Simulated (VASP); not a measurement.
# TiO2 in VASP: notebook

Aim: see how the results for TiO2 move with the level of theory and the settings. Levels: PBE, r2SCAN. Tasks: single point, relaxation of cell and atoms.

All numbers are computed with VASP 6.6.1; they aren't measurements. Logs are shortened: lines on timing, memory, paths and dates and some standing lists are left out, and cuts for length are marked.

### Step 1. The cell of the first run

The typed cell holds 6 atoms: a = 3.799 Å, b = 3.799 Å, c = 5.543 Å, α = 110.02°, β = 110.02°, γ = 90.00°.

### Step 2. Single point, PBE

Input file INCAR:

```
SYSTEM = TiO2
PREC = Accurate
ENCUT = 600
EDIFF = 1E-6
ISMEAR = -1
SIGMA = 0.02
LREAL = .FALSE.
LASPH = .TRUE.
NELM = 120
ALGO = Normal
ISIF = 2
LWAVE = .FALSE.
LCHARG = .TRUE.
GGA = PE
LELF = .TRUE.
LVHAR = .TRUE.
NBANDS = 33
GGA_COMPAT = .FALSE.
```

Input file KPOINTS:

```
regular mesh
0
G
  6 6 6
  0 0 0
```

Input file POSCAR:

```
TiO2
1.0
    2.6861077653     -2.6861719524     -0.0195642582
    2.6861077653      2.6861719524     -0.0195642582
   -2.6488176844      0.0000000000      4.8695033964
Ti O
2 4
Direct
    0.1251061462      0.8748938538      0.2500000000
    0.8748938538      0.1251061462      0.7500000000
    0.3313992509      0.0816161485      0.6629152268
    0.6686007491      0.9183838515      0.3370847732
    0.9183838515      0.6686007491      0.8370847732
    0.0816161485      0.3313992509      0.1629152268
```

Potentials or basis: VASP PAW PBE potentials, release 64 (Ti_sv, O).

On the command line:

```console
$ cat potpaw_PBE.64/Ti_sv/POTCAR potpaw_PBE.64/O/POTCAR > POTCAR
$ mpirun -np 1 vasp_std > vasp.out
```

OUTCAR:

```text
SYSTEM = TiO2
   PREC = Accurate
   ENCUT = 600
   EDIFF = 1E-6
   ISMEAR = -1
   LREAL = .FALSE.
   LASPH = .TRUE.
   NELM = 120
   ISIF = 2
   GGA = PE

 ion  position               nearest neighbor table
   1  0.125  0.875  0.250-   4 1.95   6 1.95   6 1.95   4 1.95   3 2.00   5 2.00
   2  0.875  0.125  0.750-   5 1.95   3 1.95   5 1.95   3 1.95   6 2.00   4 2.00
   3  0.331  0.082  0.663-   2 1.95   2 1.95   1 2.00
   4  0.669  0.918  0.337-   1 1.95   1 1.95   2 2.00
   5  0.918  0.669  0.837-   2 1.95   2 1.95   1 2.00
   6  0.082  0.331  0.163-   1 1.95   1 1.95   2 2.00

  LATTYP: Found a base centered monoclinic cell.
 ALAT       =     5.3723580249
 B/A-ratio  =     0.9999973717
 C/A-ratio  =     1.0318208726
 COS(beta)  =    -0.4842256607

  Lattice vectors:

 A1 = (   2.6861077653,  -2.6861719524,  -0.0195642582)
 A2 = (   2.6861077653,   2.6861719524,  -0.0195642582)
 A3 = (  -2.6488176844,   0.0000000000,   4.8695033964)

Analysis of symmetry for initial positions (statically):
=====================================================================
 Subroutine PRICEL returns:
 Original cell was already a primitive cell.

 Routine SETGRP: Setting up the symmetry group for a
 base centered monoclinic supercell.

 Subroutine GETGRP returns: Found  4 space group operations
 (whereof  2 operations were pure point group operations)
 out of a pool of  4 trial point group operations.

The static configuration has the point symmetry S_2 .
 The point group associated with its full space group is C_2h.

Analysis of symmetry for dynamics (positions and initial velocities):
=====================================================================
 Subroutine PRICEL returns:
 Original cell was already a primitive cell.

 Routine SETGRP: Setting up the symmetry group for a
 base centered monoclinic supercell.

 Subroutine GETGRP returns: Found  4 space group operations
 (whereof  2 operations were pure point group operations)
 out of a pool of  4 trial point group operations.

The dynamic configuration has the point symmetry S_2 .
 The point group associated with its full space group is C_2h.

 Subroutine INISYM returns: Found  4 space group operations
 (whereof  2 operations are pure point group operations),
 and found     1 'primitive' translations

----------------------------------------------------------------------------------------

                                     Primitive cell

  volume of cell :      69.9919

  direct lattice vectors                    reciprocal lattice vectors
     2.686107765 -2.686171952 -0.019564258     0.186883361 -0.186138493  0.101657173
     2.686107765  2.686171952 -0.019564258     0.186883361  0.186138493  0.101657173
    -2.648817684  0.000000000  4.869503396     0.001501687  0.000000000  0.206176608

  length of vectors
     3.798825798  3.798825798  5.543311145     0.282678457  0.282678457  0.206182077

  position of ions in fractional coordinates (direct lattice)
     0.125106146  0.874893854  0.250000000
     0.874893854  0.125106146  0.750000000
     0.331399251  0.081616148  0.662915227
     0.668600749  0.918383852  0.337084773
     0.918383852  0.668600749  0.837084773
     0.081616148  0.331399251  0.162915227

  ion indices of the primitive-cell ions
   primitive index   ion index
                 1           1
                 2           2
                 3           3
                 4           4
                 5           5
                 6           6

----------------------------------------------------------------------------------------

 KPOINTS: regular mesh

Automatic generation of k-mesh.
 Grid dimensions read from file:
 generate k-points for:    6    6    6

 Generating k-lattice:

  Cartesian coordinates                     Fractional coordinates (reciprocal lattice)
     0.031147227 -0.031023082  0.016942862     0.166666667 -0.000000000  0.000000000
     0.031147227  0.031023082  0.016942862    -0.000000000  0.166666667  0.000000000
     0.000250281  0.000000000  0.034362768    -0.000000000 -0.000000000  0.166666667

  Length of vectors
     0.047113076  0.047113076  0.034363679

  Shift w.r.t. Gamma in fractional coordinates (k-lattice)
     0.000000000  0.000000000  0.000000000

 Subroutine IBZKPT returns following result:
 ===========================================

 Found     68 irreducible k-points:

 Following reciprocal coordinates:
            Coordinates               Weight
  0.000000  0.000000  0.000000      1.000000
  0.166667 -0.000000 -0.000000      4.000000
  0.333333 -0.000000 -0.000000      4.000000
  0.500000 -0.000000 -0.000000      2.000000
  0.166667  0.166667  0.000000      2.000000
  0.333333  0.166667  0.000000      4.000000
[... 16 lines left out ...]
 -0.333333  0.166667  0.166667      4.000000
 -0.166667  0.166667  0.166667      4.000000
 [... further k-points ...]
   k-points           NKPTS =     68   k-points in BZ     NKDIM =     68   number of bands    NBANDS=     33
   number of dos      NEDOS =    301   number of ions     NIONS =      6
   total plane-waves  NPLWV =  43200
   dimension x,y,z NGX =    30 NGY =   30 NGZ =   48
   dimension x,y,z NGXF=    60 NGYF=   60 NGZF=   96
   ions per type =               2   4
   NGX,Y,Z   is equivalent  to a cutoff of  13.13, 13.13, 14.40 a.u.
   NGXF,Y,Z  is equivalent  to a cutoff of  26.26, 26.26, 28.79 a.u.
 SYSTEM =  TiO2
   PREC   = accura    normal or accurate (medium, high low for compatibility)
   ISTART =      0    job   : 0-new  1-cont  2-samecut
   ICHARG =      2    charge: 1-file 2-atom 10-const
   ISPIN  =      1    spin polarized calculation?
   LNONCOLLINEAR =      F non collinear calculations
   LSORBIT =      F    spin-orbit coupling
   LASPH  =      T    aspherical Exc in radial PAW
   ENCUT  =  600.0 eV  44.10 Ry    6.64 a.u.   7.59  7.59 11.07*2*pi/ulx,y,z
   NELM   =    120;   NELMIN=  2; NELMDL= -5     # of ELM steps
   EDIFF  = 0.1E-05   stopping-criterion for ELM
   LREAL  =      F    real-space projection
   EDIFFG = 0.1E-04   stopping-criterion for IOM
   NSW    =      0    number of steps for IOM
   IBRION =     -1    ionic relax: 0-MD 1-quasi-New 2-CG
   NFREE  =      0    steps in history (QN), initial steepest desc. (CG)
   ISIF   =      2    stress and relaxation
   ISYM   =      2    0-nonsym 1-usesym 2-fastsym
   POTIM  = 0.5000    time-step for ionic-motion
   TEBEG  =    0.0;   TEEND  =   0.0 temperature during run
   PSTRESS=    0.0 pullay stress
   NELECT =      48.0000    total number of electrons
   NUPDOWN=      -1.0000    fix difference up-down
   EMIN   =  10.00;   EMAX   =-10.00  energy-range for DOS
   EFERMI =   0.00;   METHOD = LEGACY
   ISMEAR =    -1;   SIGMA  =   0.02  broadening in eV -4-tet -1-fermi 0-gaus
   EFERMI_NEDOS =   21; number of points for ismear=-14 and -15
   IALGO  =     38    algorithm
   IMIX   =      4    mixing-type and parameters
     AMIX     =   0.40;   BMIX     =  1.00
     AMIX_MAG =   1.60;   BMIX_MAG =  1.00
  volume/ion in A,a.u.               =      11.67        78.72
  Fermi-wavevector in a.u.,A,eV,Ry     =   1.443686  2.728170 28.357645  2.084228
  Thomas-Fermi vector in A             =   2.562065
   LORBIT       =      0    0 simple, 1 ext, 2 COOP (PROOUT), +10 PAW based schemes
   GGA     = PE    functional components
   LHFCALC =     F    Hartree Fock is set to
   AEXX    =    0.0000 exact exchange contribution
   IVDW    =     0    specifies the selected vdW correction
   LEPSILON=     F    determine dielectric tensor
   LRPA    =     F    only Hartree local field effects (RPA)
 non-spin polarized calculation
  energy-cutoff  :      600.00
  volume of cell :       69.99
 maximum number of plane-waves:      2366
   NGX = 15   NGY = 15   NGZ = 23

 number of electron      48.0000019 magnetization

 Free energy of the ion-electron system (eV)
  ---------------------------------------------------
  ext. energy  EPLUGINS =         0.00000000
  ---------------------------------------------------
  free energy    TOTEN  =       -53.87354898 eV

  energy without entropy =      -53.87354898  energy(sigma->0) =      -53.87354898

 E-fermi :   3.5403     XC(G=0): -10.5920

 val. band max:        3.0964285812   @ k =   0.5000   0.5000  -0.0000
 cond. band min:       5.2533001094   @ k =   0.0000   0.0000   0.0000
 fundamental gap:      2.1568715282
 Fermi energy:         3.5403488370

 k-point     1 :       0.0000    0.0000    0.0000
  band No.  band energies     occupation
      1     -53.3158      2.00000
      2     -53.2647      2.00000
      3     -29.7447      2.00000
      4     -29.5263      2.00000
      5     -29.5263      2.00000
      6     -29.4649      2.00000
[... 25 lines left out ...]
     32       8.2009      0.00000
     33       8.3423      0.00000

 k-point     2 :       0.1667   -0.0000   -0.0000
  band No.  band energies     occupation
      1     -53.3128      2.00000
      2     -53.2667      2.00000
      3     -29.7378      2.00000
      4     -29.5564      2.00000
      5     -29.5284      2.00000
      6     -29.4776      2.00000
[... 25 lines left out ...]
     32       8.6226      0.00000
     33       8.8991      0.00000

 k-point     3 :       0.3333   -0.0000   -0.0000
  band No.  band energies     occupation
      1     -53.3056      2.00000
      2     -53.2719      2.00000
      3     -29.7242      2.00000
      4     -29.6143      2.00000
      5     -29.5319      2.00000
      6     -29.4964      2.00000
[... 25 lines left out ...]
     32       8.9787      0.00000
     33       9.3365      0.00000

 k-point     4 :       0.5000   -0.0000   -0.0000
  band No.  band energies     occupation
      1     -53.3009      2.00000
      2     -53.2755      2.00000
      3     -29.7162      2.00000
      4     -29.6449      2.00000
      5     -29.5334      2.00000
      6     -29.5008      2.00000
[... 673 lines left out ...]
     32       9.4658      0.00000
     33       9.7735      0.00000

 k-point    23 :      -0.3333    0.1667    0.1667
  band No.  band energies     occupation
      1     -53.3051      2.00000
      2     -53.2713      2.00000
      3     -29.7334      2.00000
      4     -29.6157      2.00000
      5     -29.5487      2.00000
      6     -29.5127      2.00000
[... 25 lines left out ...]
     32       9.5798      0.00000
     33       9.7418      0.00000

 k-point    24 :      -0.1667    0.1667    0.1667
  band No.  band energies     occupation
      1     -53.3084      2.00000
      2     -53.2701      2.00000
      3     -29.7226      2.00000
      4     -29.5759      2.00000
      5     -29.5464      2.00000
      6     -29.4851      2.00000
[... 25 lines left out ...]
     32       9.1372      0.00000
     33       9.2798      0.00000

 [... further k-points ...]

------------------------ aborting loop because EDIFF is reached ----------------------------------------

  FORCE on cell =-STRESS in cart. coord.  units (eV):
  Direction    XX          YY          ZZ          XY          YZ          ZX
  --------------------------------------------------------------------------------------
  -------------------------------------------------------------------------------------
  Total        0.1848319      0.1845987      0.2158681      0.0000000      0.0000000     -0.0059342
  in kB        4.2309678      4.2256296      4.9414131      0.0000000      0.0000000     -0.1358390
  external PRESSURE =       4.4660035 kB  Pullay stress =       0.0000000 kB

 VOLUME and BASIS-vectors are now :
 -----------------------------------------------------------------------------
  energy-cutoff  :      600.00
  volume of cell :       69.99
      direct lattice vectors                 reciprocal lattice vectors
     2.686107765 -2.686171952 -0.019564258     0.186883361 -0.186138493  0.101657173
     2.686107765  2.686171952 -0.019564258     0.186883361  0.186138493  0.101657173
    -2.648817684  0.000000000  4.869503396     0.001501687  0.000000000  0.206176608

 POSITION                                       TOTAL-FORCE (eV/Angst)
 -----------------------------------------------------------------------------------
      2.02390      2.01406      1.19781         0.000000      0.000249     -0.000000
      0.69949     -2.01406      3.63256         0.000000     -0.000249     -0.000000
     -0.64654     -0.67096      3.21999         0.000239     -0.000386      0.017203
      3.36994      0.67096      1.61039        -0.000239      0.000386     -0.017203
      2.04553     -0.67096      4.04514        -0.000239     -0.000386     -0.017203
      0.67787      0.67096      0.78524         0.000239      0.000386      0.017203
 -----------------------------------------------------------------------------------
    total drift:                                0.000000     -0.000000      0.000000

  FREE ENERGIE OF THE ION-ELECTRON SYSTEM (eV)
  ---------------------------------------------------
  free  energy   TOTEN  =       -53.8735489830 eV

  energy  without entropy=      -53.8735489830  energy(sigma->0) =      -53.87354898
```

Run time: 3.6 min. Hardware: 1 thread of Oxide Virtual Turin-like, shared host; peak memory 0.26 GiB.

What came out:

* Free energy: -53.8735 eV
* Pressure: 0.4 GPa
* Largest force: 0.017 eV/Å
* Band gap on the k mesh: 2.16 eV (least direct gap 2.42 eV)

Forces in eV/Å, atoms in the order of the input:
```
Ti   0.000  0.000  0.000
Ti   0.000  0.000  0.000
O    0.000  0.000  0.017
O    0.000  0.000 -0.017
O    0.000  0.000 -0.017
O    0.000  0.000  0.017
```

Levels at points of the mesh, in eV from the valence-band top:
| k point | band 20 | band 21 | band 22 | band 23 | band 24 | band 25 | band 26 | band 27 | band 28 | band 29 |
| --- | --- | --- | --- | --- | --- | --- | --- | --- | --- | --- |
| (0.00, 0.00, 0.00) | -0.75 | -0.75 | -0.74 | -0.37 | -0.37 | 2.16 | 2.82 | 4.01 | 4.01 | 4.02 |
| (0.50, 0.00, 0.00) | -1.85 | -1.83 | -0.83 | -0.80 | -0.59 | 3.23 | 3.50 | 3.56 | 3.57 | 4.24 |
| (0.50, 0.50, 0.00) | -2.51 | -1.93 | -1.92 | 0.00 | 0.00 | 3.26 | 3.26 | 3.73 | 3.73 | 4.82 |
| (0.00, 0.00, 0.50) | -1.28 | -1.19 | -1.19 | -0.05 | -0.05 | 2.48 | 2.48 | 3.74 | 3.74 | 4.30 |
| (0.50, 0.00, 0.50) | -1.85 | -1.83 | -0.83 | -0.80 | -0.59 | 3.23 | 3.50 | 3.56 | 3.57 | 4.24 |
| (0.50, 0.50, 0.50) | -2.52 | -1.93 | -1.93 | 0.00 | 0.00 | 3.26 | 3.26 | 3.73 | 3.73 | 4.82 |

A k mesh can miss the band edges.

(Part 1 of 2 ends here.)
